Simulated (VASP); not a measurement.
Ir, 2 atoms in the cell. The structure is monoclinic, space group C2/m (No. 12). The conventional cell has a = 3.870 Å, b = 3.870 Å, c = 3.870 Å, α = 90.00°, β = 90.00°, γ = 90.00°. Within 3.3 Å of Ir (site symmetry m) lie 12 Ir at 2.49 to 2.98 Å.  This cell differs from its parent crystal: atoms displaced along several vibrational modes.

- Program: VASP 6.6.1
- Task: single point
- Functional: PBE
- Potentials or basis: VASP PAW PBE potentials, release 64 (Ir)
- Cutoff: 520 eV
- k mesh: 16 × 16 × 12
- Occupations: gaussian, width 0.15 eV
- Spin: no spin polarisation
- Dipole correction: no
- Further INCAR settings: ALGO = Fast; EDIFF = 1e-06; NBANDS = 16

Potentials or basis: VASP PAW PBE potentials, release 64 (Ir).

The run is started by

```console
$ cat potpaw_PBE.64/Ir/POTCAR > POTCAR
$ mpirun -np 1 vasp_std > vasp.out
```

Hardware: 1 thread of Intel(R) Xeon(R) 6975P-C (Granite Rapids) (shared host).

Question: Estimate the wall time of this run.

Answer: Wall time 3.5 min on 1 thread of Intel(R) Xeon(R) 6975P-C (Granite Rapids), on a shared host, peak memory 0.41 GiB. Counts: scf iterations 24, k points 826.
